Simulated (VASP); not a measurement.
A run of VASP 6.6.1 is set up as follows.

The input INCAR:

```
  ALGO = Normal
  EDIFF = 1E-6
  ENCUT = 520
  GGA = PE
  ISIF = 2
  ISMEAR = -5
  ISPIN = 2
  IVDW = 13
  LASPH = T
  LCHARG = F
  LDAU = T
  LDAUJ = 0
  LDAUL = 2
  LDAUPRINT = 1
  LDAUTYPE = 2
  LDAUU = 1
  LMAXMIX = 4
  LORBIT = 11
  LREAL = F
  LWAVE = F
  MAGMOM = 1
  NBANDS = 15
  NELM = 150
  PREC = Accurate
  SIGMA = 0.05
```

KPOINTS

```
k-points
0
Gamma
  13 13 13
```

File POSCAR:

```
Ni
1.0
   -1.3837154700      1.3837154700      1.3837154700
    1.3837154700     -1.3837154700      1.3837154700
    1.3837154700      1.3837154700     -1.3837154700
Ni
1
Direct
    0.0000000000      0.0000000000      0.0000000000
```

Potentials or basis: VASP PAW PBE potentials, release 64 (Ni).

The run is started by

```console
$ cat potpaw_PBE.64/Ni/POTCAR > POTCAR
$ mpirun -np 1 vasp_std > vasp.out
```

Question: Estimate the pressure.

Answer: -1.7 GPa.

Question: Estimate the net moment.

Answer: 0.53 μB per cell.

Eigenvalues of the final occupation matrices:
```csv
site,spin,trace,eigenvalues
site 1 d,1,4.50,0.90 0.90 0.90 0.90 0.90
site 1 d,2,3.92,0.73 0.73 0.73 0.87 0.87
```

Caveat: pairwise dispersion overbinds metals, which lowers pressure and volume; the U is typed as a test and isn't derived for this compound; tetrahedron occupations give inexact forces and stress in metals. The state reached can hang on the start; a lower one may exist.
